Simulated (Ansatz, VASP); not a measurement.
## NaH in VASP and in Ansatz

```xyz
2
Lattice="2.9551 0.0000 0.0000 0.0000 2.9551 0.0000 0.0000 0.0000 2.9551" Properties=species:S:1:pos:R:3 pbc="T T T"
Na   -0.3000    0.0000   -0.1500
H     1.4776    1.4776    1.4776
```

Alike in both runs: task single point; functional PBE; k mesh 10 × 10 × 10; occupations gaussian, width 0.05 eV; no spin polarisation.

|  | VASP | Ansatz |
| --- | --- | --- |
| version | VASP 6.6.1 | Ansatz 0.2.0 |
| potentials or method | VASP PAW PBE potentials, release 64 (Na_pv, H), cutoff 500 eV | scalar-relativistic, plane waves, PAW |
| valence electrons in the cell | 8 | 10 |

VASP gave:

```
gap on the k mesh at the Fermi level (eV)                     : 1.09
least direct gap on the mesh (eV)                             : 4.39
pressure (GPa)                                                : 1.1
traceless stress, the component that is largest in VASP (GPa) : 0.82
rms of the force components (eV/Å)                            : 0.102
```

Question: Estimate Ansatz's values.

Answer: gap on the k mesh at the Fermi level (eV): 1.10; least direct gap on the mesh (eV): 4.39; pressure (GPa): 1.2; traceless stress, the component that is largest in VASP (GPa): 0.81; rms of the force components (eV/Å): 0.101.

Atom by atom the forces differ by 0.002 eV/Å (rms over components). VASP's potentials hold 8 valence electrons a cell and Ansatz's 10, so a difference there can come from the potentials and not from the codes.
